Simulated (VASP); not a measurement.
# SiB4W (F-43m) in VASP: notebook

Runs on SiB4W. Level: PBE. Tasks: single point.

Program: VASP 6.6.1. These are calculated values, not measurements. Logs are shortened: lines on timing, memory, paths and dates and some standing lists are left out, and cuts for length are marked.

## Step 1: The cell of the first run

It takes space group F-43m (No. 216, cubic). The conventional cell has a = 6.378 Å, b = 6.378 Å, c = 6.378 Å, α = 90.00°, β = 90.00°, γ = 90.00°. Si (site symmetry -43m) has 12 B at 2.60 Å and 6 W at 3.19 Å within 3.4 Å. Within 2.0 Å of B (site symmetry 3m) lie 3 B at 1.41 Å and 1 W at 1.90 Å. W (site symmetry -43m) has 4 B at 1.90 Å within 2.5 Å.

The cell was generated, and may not be a known phase.

## Step 2: Single point, PBE

INCAR reads:

```
PREC = Accurate ; ENCUT = 520
EDIFF = 1E-6 ; ISMEAR = 0
SIGMA = 0.1 ; LREAL = F
LASPH = T ; NELM = 80
ALGO = Normal ; ISIF = 2
LWAVE = F ; LCHARG = F
GGA = PE ; NBANDS = 24
```

KPOINTS reads:

```
Automatic mesh
0
Gamma
  6 6 6
```

POSCAR reads:

```
SiB4W
1.0
    0.0000000000      3.1890874800      3.1890874800
    3.1890874800      0.0000000000      3.1890874800
    3.1890874800      3.1890874800      0.0000000000
Si B W
1 4 1
Direct
    0.7500000000      0.7500000000      0.7500000000
    0.0779630400      0.0779630400      0.0779630400
    0.0779630400      0.0779630400      0.7661108900
    0.0779630400      0.7661108900      0.0779630400
    0.7661108900      0.0779630400      0.0779630400
    0.2500000000      0.2500000000      0.2500000000
```

Potentials or basis: VASP PAW PBE potentials, release 64 (Si, B, W_sv).

Launch:

```console
$ cat potpaw_PBE.64/Si/POTCAR potpaw_PBE.64/B/POTCAR potpaw_PBE.64/W_sv/POTCAR > POTCAR
$ mpirun -np 1 vasp_std > vasp.out
```

OUTCAR:

```text
PREC = Accurate
   ENCUT = 520
   EDIFF = 1E-6
   ISMEAR = 0
   LREAL = F
   LASPH = T
   NELM = 80
   ISIF = 2
   GGA = PE

 ion  position               nearest neighbor table
   1  0.750  0.750  0.750-   4 2.60   5 2.60   3 2.60   5 2.60   3 2.60   4 2.60   2 2.60   2 2.60
                             2 2.60   3 2.60   4 2.60   5 2.60   6 3.19   6 3.19   6 3.19   6 3.19
   2  0.078  0.078  0.078-   3 1.41   4 1.41   5 1.41   6 1.90   1 2.60   1 2.60   1 2.60
   3  0.078  0.078  0.766-   2 1.41   4 1.41   5 1.41   6 1.90   1 2.60   1 2.60   1 2.60
   4  0.078  0.766  0.078-   2 1.41   3 1.41   5 1.41   6 1.90   1 2.60   1 2.60   1 2.60
   5  0.766  0.078  0.078-   2 1.41   3 1.41   4 1.41   6 1.90   1 2.60   1 2.60   1 2.60
   6  0.250  0.250  0.250-   2 1.90   4 1.90   3 1.90   5 1.90   1 3.19   1 3.19   1 3.19   1 3.19
                             1 3.19   1 3.19

  LATTYP: Found a face centered cubic cell.
 ALAT       =     6.3781749600

  Lattice vectors:

 A1 = (   0.0000000000,   3.1890874800,   3.1890874800)
 A2 = (   3.1890874800,   0.0000000000,   3.1890874800)
 A3 = (   3.1890874800,   3.1890874800,   0.0000000000)

Analysis of symmetry for initial positions (statically):
=====================================================================
 Subroutine PRICEL returns:
 Original cell was already a primitive cell.

 Routine SETGRP: Setting up the symmetry group for a
 face centered cubic supercell.

 Subroutine GETGRP returns: Found 24 space group operations
 (whereof 24 operations were pure point group operations)
 out of a pool of 48 trial point group operations.

The static configuration has the point symmetry T_d .

Analysis of symmetry for dynamics (positions and initial velocities):
=====================================================================
 Subroutine PRICEL returns:
 Original cell was already a primitive cell.

 Routine SETGRP: Setting up the symmetry group for a
 face centered cubic supercell.

 Subroutine GETGRP returns: Found 24 space group operations
 (whereof 24 operations were pure point group operations)
 out of a pool of 48 trial point group operations.

The dynamic configuration has the point symmetry T_d .

 Subroutine INISYM returns: Found 24 space group operations
 (whereof 24 operations are pure point group operations),
 and found     1 'primitive' translations

----------------------------------------------------------------------------------------

                                     Primitive cell

  volume of cell :      64.8678

  direct lattice vectors                    reciprocal lattice vectors
     0.000000000  3.189087480  3.189087480    -0.156784661  0.156784661  0.156784661
     3.189087480  0.000000000  3.189087480     0.156784661 -0.156784661  0.156784661
     3.189087480  3.189087480  0.000000000     0.156784661  0.156784661 -0.156784661

  length of vectors
     4.510050766  4.510050766  4.510050766     0.271558999  0.271558999  0.271558999

  position of ions in fractional coordinates (direct lattice)
     0.750000000  0.750000000  0.750000000
     0.077963040  0.077963040  0.077963040
     0.077963040  0.077963040  0.766110890
     0.077963040  0.766110890  0.077963040
     0.766110890  0.077963040  0.077963040
     0.250000000  0.250000000  0.250000000

  ion indices of the primitive-cell ions
   primitive index   ion index
                 1           1
                 2           2
                 3           3
                 4           4
                 5           5
                 6           6

----------------------------------------------------------------------------------------

 KPOINTS: Automatic mesh

Automatic generation of k-mesh.
 Grid dimensions read from file:
 generate k-points for:    6    6    6

 Generating k-lattice:

  Cartesian coordinates                     Fractional coordinates (reciprocal lattice)
    -0.026130777  0.026130777  0.026130777     0.166666667  0.000000000  0.000000000
     0.026130777 -0.026130777  0.026130777     0.000000000  0.166666667  0.000000000
     0.026130777  0.026130777 -0.026130777     0.000000000  0.000000000  0.166666667

  Length of vectors
     0.045259833  0.045259833  0.045259833

  Shift w.r.t. Gamma in fractional coordinates (k-lattice)
     0.000000000  0.000000000  0.000000000

 Subroutine IBZKPT returns following result:
 ===========================================

 Found     16 irreducible k-points:

 Following reciprocal coordinates:
            Coordinates               Weight
  0.000000  0.000000  0.000000      1.000000
  0.166667  0.000000  0.000000      8.000000
  0.333333  0.000000  0.000000      8.000000
  0.500000  0.000000  0.000000      4.000000
  0.166667  0.166667  0.000000      6.000000
  0.333333  0.166667  0.000000     24.000000
[... 8 lines left out ...]
 -0.333333  0.333333  0.166667     24.000000
 -0.333333  0.500000  0.166667     12.000000
   k-points           NKPTS =     16   k-points in BZ     NKDIM =     16   number of bands    NBANDS=     24
   number of dos      NEDOS =    301   number of ions     NIONS =      6
   total plane-waves  NPLWV =  46656
   dimension x,y,z NGX =    36 NGY =   36 NGZ =   36
   dimension x,y,z NGXF=    72 NGYF=   72 NGZF=   72
   ions per type =               1   4   1
   NGX,Y,Z   is equivalent  to a cutoff of  13.27, 13.27, 13.27 a.u.
   NGXF,Y,Z  is equivalent  to a cutoff of  26.54, 26.54, 26.54 a.u.
 SYSTEM =  unknown system
   PREC   = accura    normal or accurate (medium, high low for compatibility)
   ISTART =      0    job   : 0-new  1-cont  2-samecut
   ICHARG =      2    charge: 1-file 2-atom 10-const
   ISPIN  =      1    spin polarized calculation?
   LNONCOLLINEAR =      F non collinear calculations
   LSORBIT =      F    spin-orbit coupling
   LASPH  =      T    aspherical Exc in radial PAW
   ENCUT  =  520.0 eV  38.22 Ry    6.18 a.u.   8.39  8.39  8.39*2*pi/ulx,y,z
   NELM   =     80;   NELMIN=  2; NELMDL= -5     # of ELM steps
   EDIFF  = 0.1E-05   stopping-criterion for ELM
   LREAL  =      F    real-space projection
   EDIFFG = 0.1E-04   stopping-criterion for IOM
   NSW    =      0    number of steps for IOM
   IBRION =     -1    ionic relax: 0-MD 1-quasi-New 2-CG
   NFREE  =      0    steps in history (QN), initial steepest desc. (CG)
   ISIF   =      2    stress and relaxation
   ISYM   =      2    0-nonsym 1-usesym 2-fastsym
   POTIM  = 0.5000    time-step for ionic-motion
   TEBEG  =    0.0;   TEEND  =   0.0 temperature during run
   PSTRESS=    0.0 pullay stress
   NELECT =      30.0000    total number of electrons
   NUPDOWN=      -1.0000    fix difference up-down
   EMIN   =  10.00;   EMAX   =-10.00  energy-range for DOS
   EFERMI =   0.00;   METHOD = LEGACY
   ISMEAR =     0;   SIGMA  =   0.10  broadening in eV -4-tet -1-fermi 0-gaus
   EFERMI_NEDOS =   21; number of points for ismear=-14 and -15
   IALGO  =     38    algorithm
   IMIX   =      4    mixing-type and parameters
     AMIX     =   0.40;   BMIX     =  1.00
     AMIX_MAG =   1.60;   BMIX_MAG =  1.00
  volume/ion in A,a.u.               =      10.81        72.96
  Fermi-wavevector in a.u.,A,eV,Ry     =   1.266015  2.392421 21.807333  1.602794
  Thomas-Fermi vector in A             =   2.399238
   LORBIT       =      0    0 simple, 1 ext, 2 COOP (PROOUT), +10 PAW based schemes
   GGA     = PE    functional components
   LHFCALC =     F    Hartree Fock is set to
   AEXX    =    0.0000 exact exchange contribution
   IVDW    =     0    specifies the selected vdW correction
   LEPSILON=     F    determine dielectric tensor
   LRPA    =     F    only Hartree local field effects (RPA)
 non-spin polarized calculation
 Gauss-broadening in eV      SIGMA  =   0.10
  energy-cutoff  :      520.00
  volume of cell :       64.87
 maximum number of plane-waves:      1807
 NGX is ok and might be reduce to    36
   NGX = 17   NGY = 17   NGZ = 17

 number of electron      30.0000001 magnetization

 Free energy of the ion-electron system (eV)
  ---------------------------------------------------
  ext. energy  EPLUGINS =         0.00000000
  ---------------------------------------------------
  free energy    TOTEN  =       -30.96188943 eV

  energy without entropy =      -30.95220519  energy(sigma->0) =      -30.95704731

 E-fermi :   6.5115     XC(G=0): -11.1202

 val. band max:        6.4634014255   @ k =  -0.3333   0.3333   0.0000
 cond. band min:       6.5396075301   @ k =  -0.3333   0.5000   0.1667
 fundamental gap:      0.0762061046
 Fermi energy:         6.5115184528

 k-point     1 :       0.0000    0.0000    0.0000
  band No.  band energies     occupation
      1     -65.8976      2.00000
      2     -30.4387      2.00000
      3     -30.4387      2.00000
      4     -30.4387      2.00000
      5      -9.4383      2.00000
      6      -2.2274      2.00000
[... 16 lines left out ...]
     23      12.4363      0.00000
     24      14.2005      0.00000

 k-point     2 :       0.1667    0.0000    0.0000
  band No.  band energies     occupation
      1     -65.8975      2.00000
      2     -30.4410      2.00000
      3     -30.4391      2.00000
      4     -30.4391      2.00000
      5      -9.3675      2.00000
      6      -2.4424      2.00000
[... 16 lines left out ...]
     23      12.9459      0.00000
     24      14.8225      0.00000

 k-point     3 :       0.3333    0.0000    0.0000
  band No.  band energies     occupation
      1     -65.8975      2.00000
      2     -30.4456      2.00000
      3     -30.4398      2.00000
      4     -30.4398      2.00000
      5      -9.2203      2.00000
      6      -2.7224      2.00000
[... 16 lines left out ...]
     23      12.8300      0.00000
     24      15.8413      0.00000

 k-point     4 :       0.5000    0.0000    0.0000
  band No.  band energies     occupation
      1     -65.8974      2.00000
      2     -30.4480      2.00000
      3     -30.4402      2.00000
      4     -30.4401      2.00000
      5      -9.1436      2.00000
      6      -2.8186      2.00000
[... 16 lines left out ...]
     23      12.5137      0.00000
     24      17.7299      0.00000

 k-point     5 :       0.1667    0.1667    0.0000
  band No.  band energies     occupation
      1     -65.8975      2.00000
      2     -30.4409      2.00000
      3     -30.4396      2.00000
      4     -30.4396      2.00000
      5      -9.3444      2.00000
      6      -2.5367      2.00000
[... 16 lines left out ...]
     23      13.2745      0.00000
     24      14.7829      0.00000

 k-point     6 :       0.3333    0.1667    0.0000
  band No.  band energies     occupation
      1     -65.8975      2.00000
      2     -30.4443      2.00000
      3     -30.4405      2.00000
      4     -30.4404      2.00000
      5      -9.2234      2.00000
      6      -2.7809      2.00000
[... 16 lines left out ...]
     23      13.7956      0.00000
     24      15.2607      0.00000
[... 163 lines left out ...]
 k-point    13 :       0.5000    0.5000    0.0000
  band No.  band energies     occupation
      1     -65.8974      2.00000
      2     -30.4473      2.00000
      3     -30.4424      2.00000
      4     -30.4424      2.00000
      5      -9.0534      2.00000
      6      -3.3061      2.00000
[... 16 lines left out ...]
     23      14.5305      0.00000
     24      15.1676      0.00000

 k-point    14 :       0.5000    0.3333    0.1667
  band No.  band energies     occupation
      1     -65.8975      2.00000
      2     -30.4456      2.00000
      3     -30.4426      2.00000
      4     -30.4410      2.00000
      5      -9.1258      2.00000
      6      -2.8966      2.00000
[... 16 lines left out ...]
     23      13.6722      0.00000
     24      15.9998      0.00000

 k-point    15 :      -0.3333    0.3333    0.1667
  band No.  band energies     occupation
      1     -65.8974      2.00000
      2     -30.4461      2.00000
      3     -30.4436      2.00000
      4     -30.4416      2.00000
      5      -9.0762      2.00000
      6      -2.8771      2.00000
[... 16 lines left out ...]
     23      13.4354      0.00000
     24      16.6550      0.00000

 k-point    16 :      -0.3333    0.5000    0.1667
  band No.  band energies     occupation
      1     -65.8974      2.00000
      2     -30.4462      2.00000
      3     -30.4436      2.00000
      4     -30.4425      2.00000
      5      -9.0530      2.00000
      6      -3.0626      2.00000
[... 16 lines left out ...]
     23      13.7437      0.00000
     24      16.3854      0.00000

------------------------ aborting loop because EDIFF is reached ----------------------------------------

  FORCE on cell =-STRESS in cart. coord.  units (eV):
  Direction    XX          YY          ZZ          XY          YZ          ZX
  --------------------------------------------------------------------------------------
  -------------------------------------------------------------------------------------
  Total       34.1090747     34.1090747     34.1090747     -0.0000000     -0.0000000     -0.0000000
  in kB      842.4637579    842.4637579    842.4637579     -0.0000000     -0.0000000     -0.0000000
  external PRESSURE =     842.4637579 kB  Pullay stress =       0.0000000 kB

 VOLUME and BASIS-vectors are now :
 -----------------------------------------------------------------------------
  energy-cutoff  :      520.00
  volume of cell :       64.87
      direct lattice vectors                 reciprocal lattice vectors
     0.000000000  3.189087480  3.189087480    -0.156784661  0.156784661  0.156784661
     3.189087480  0.000000000  3.189087480     0.156784661 -0.156784661  0.156784661
     3.189087480  3.189087480  0.000000000     0.156784661  0.156784661 -0.156784661

 POSITION                                       TOTAL-FORCE (eV/Angst)
 -----------------------------------------------------------------------------------
      4.78363      4.78363      4.78363         0.000000      0.000000      0.000000
      0.49726      0.49726      0.49726         6.975403      6.975403      6.975403
      2.69183      2.69183      0.49726        -6.975403     -6.975403      6.975403
      2.69183      0.49726      2.69183        -6.975403      6.975403     -6.975403
      0.49726      2.69183      2.69183         6.975403     -6.975403     -6.975403
      1.59454      1.59454      1.59454         0.000000      0.000000      0.000000
 -----------------------------------------------------------------------------------
    total drift:                               -0.000008     -0.000008     -0.000008

  FREE ENERGIE OF THE ION-ELECTRON SYSTEM (eV)
  ---------------------------------------------------
  free  energy   TOTEN  =       -30.9618894331 eV

  energy  without entropy=      -30.9522051875  energy(sigma->0) =      -30.95704731
```

Wall time 51 s (1 thread of AMD EPYC 7R13, shared host); peak memory 0.21 GiB.

Results:

- Free energy: -30.9619 eV
- Pressure: 84.2 GPa
- Largest force: 12.082 eV/Å
- Band gap on the k mesh: 0.08 eV (least direct gap 0.17 eV)

Forces on the atoms (eV/Å):
```
Si   0.000  0.000  0.000
B    6.975  6.975  6.975
B   -6.975 -6.975  6.975
B   -6.975  6.975 -6.975
B    6.975 -6.975 -6.975
W    0.000  0.000  0.000
```

Caveat: the cell stands under pressure; spin-orbit coupling is left out, which moves the levels of the heavy elements; forces of over 1 eV/Å act on the atoms, so gaps and moduli don't describe the material at rest.

## Step 3: Single point, PBE

This run uses another cell than the first one, of 15.50 Å³/atom.

INCAR reads:

```
PREC     = Accurate       # precision mode
ENCUT    = 520            # plane-wave cutoff, eV
EDIFF    = 1E-7           # SCF threshold, eV
ISMEAR   = 0              # smearing method
SIGMA    = 0.1            # smearing width, eV
LREAL    = F              # projectors in reciprocal space
LASPH    = T              # aspherical terms in the spheres
NELM     = 100            # most SCF steps
ALGO     = Normal         # electronic algorithm
ISIF     = 2              # what is computed and relaxed
LWAVE    = F              # write WAVECAR
LCHARG   = T              # write CHGCAR
GGA      = PE             # functional
LELF     = T              # ELF
LVHAR    = T            
NBANDS   = 24             # bands
```

KPOINTS is that of step 2.

POSCAR reads:

```
SiB4W
1.0
    0.0000000000      3.5961899406      3.5961899406
    3.5961899406      0.0000000000      3.5961899406
    3.5961899406      3.5961899406      0.0000000000
Si B W
1 4 1
Direct
    0.7500000000      0.7500000000      0.7500000000
    0.0847315451      0.0847315451      0.0847315451
    0.0847315451      0.0847315451      0.7458053647
    0.0847315451      0.7458053647      0.0847315451
    0.7458053647      0.0847315451      0.0847315451
    0.2500000000      0.2500000000      0.2500000000
```

Potentials or basis: VASP PAW PBE potentials, release 64 (Si, B, W_sv).

Launch:

```console
$ cat potpaw_PBE.64/Si/POTCAR potpaw_PBE.64/B/POTCAR potpaw_PBE.64/W_sv/POTCAR > POTCAR
$ mpirun -np 1 vasp_std > vasp.out
```

Run time: 84 s. Hardware: 1 thread of AMD EPYC 7R13, shared host; peak memory 0.25 GiB.

The run converged. Its results:

```
Free energy            : -37.9555 eV
Pressure               : 0.1 GPa
Band gap on the k mesh : 0.04 eV
```

Levels at points of the mesh, in eV from the valence-band top:
| k point | band 11 | band 12 | band 13 | band 14 | band 15 | band 16 | band 17 | band 18 | band 19 | band 20 |
| --- | --- | --- | --- | --- | --- | --- | --- | --- | --- | --- |
| (0.00, 0.00, 0.00) | -2.03 | -2.03 | -2.03 | -1.92 | -1.92 | 1.87 | 1.87 | 1.87 | 3.51 | 3.51 |
| (0.50, 0.00, 0.00) | -2.25 | -2.25 | -1.35 | -0.99 | -0.99 | 1.39 | 1.39 | 2.41 | 2.84 | 2.86 |
| (0.50, 0.50, 0.00) | -2.54 | -1.96 | -1.96 | -1.41 | -0.48 | 1.28 | 1.82 | 1.96 | 1.96 | 3.68 |

Caveat: the smearing spreads over this small gap; spin-orbit coupling is left out, which moves the levels of the heavy elements. A k mesh can miss the band edges.

The gap in the log of VASP goes by the Fermi energy; the results here count the filled bands.